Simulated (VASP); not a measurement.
Runs of VASP 6.6.1 on CuAu3. The structure is that of space group Pm-3m (No. 221), or close to it. The cells are those of the table. 

```tsv
cell	k mesh	gap on the mesh (eV)	pressure (GPa)
a = 4.133, b = 3.912, c = 3.912 Å, 4 atoms	14 × 14 × 14	none	(b)
a = 4.014 Å, 4 atoms	10 × 10 × 10	none	-4.7
a = 4.054, b = 4.054, c = 3.847 Å, 4 atoms	14 × 14 × 14	none	-1.4
a = 4.054, b = 4.054, c = 3.927 Å, 4 atoms	14 × 14 × 14	none	(a)
a = 3.808 Å, 4 atoms	10 × 10 × 10	none	31.1
```

Alike in all rows: task single point; level PBEsol; potentials or basis VASP PAW PBE potentials, release 64 (Cu, Au); no spin polarisation; cutoff (eV) 520; smearing gaussian 0.1 eV.

Estimate the missing entries.

(a) -4.6; (b) -1.3.

Caveats: the PAW data sets were made with another functional, which shifts forces and pressure a little; spin-orbit coupling is left out, which moves the levels of the heavy elements; the cell stands under tension (at least some runs); the cell stands under pressure (at least some runs).

A k mesh can miss the band edges, and the runs leave out spin-orbit coupling on Au.

A gap of «none» marks levels without a gap at the run's occupations.
